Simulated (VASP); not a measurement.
A run of VASP 6.6.1 is set up as follows.

File INCAR:

```
SYSTEM = Sc
  ALGO = Normal
  EDIFF = 1E-6
  ENCUT = 520
  GGA = PE
  GGA_COMPAT = .FALSE.
  ISIF = 2
  ISMEAR = 0
  LASPH = .TRUE.
  LCHARG = .FALSE.
  LMAXMIX = 4
  LORBIT = 11
  LORBMOM = .TRUE.
  LREAL = .FALSE.
  LSORBIT = .TRUE.
  LWAVE = .FALSE.
  MAGMOM = 0 0 0
  NBANDS = 22
  NELM = 150
  PREC = Accurate
  SIGMA = 0.05
```

KPOINTS

```
k-points
0
G
  16 16 16
  0 0 0
```

The input POSCAR:

```
Sc
1.0
   -1.8427694393      1.8427694393      1.8427694393
    1.8427694393     -1.8427694393      1.8427694393
    1.8427694393      1.8427694393     -1.8427694393
Sc
1
Direct
    0.0000000000      0.0000000000      0.0000000000
```

Potentials or basis: VASP PAW PBE potentials, release 64 (Sc_sv).

Command:

```sh
$ cat potpaw_PBE.64/Sc_sv/POTCAR > POTCAR
$ mpirun -np 1 vasp_ncl > vasp.out
```

What does it give for the pressure?

-0.3 GPa.

What does it give for the net moment?

0.00 μB per cell.

Moments on the atoms (μB; x, y, z):
```
Sc  0.00 0.00 0.00
```
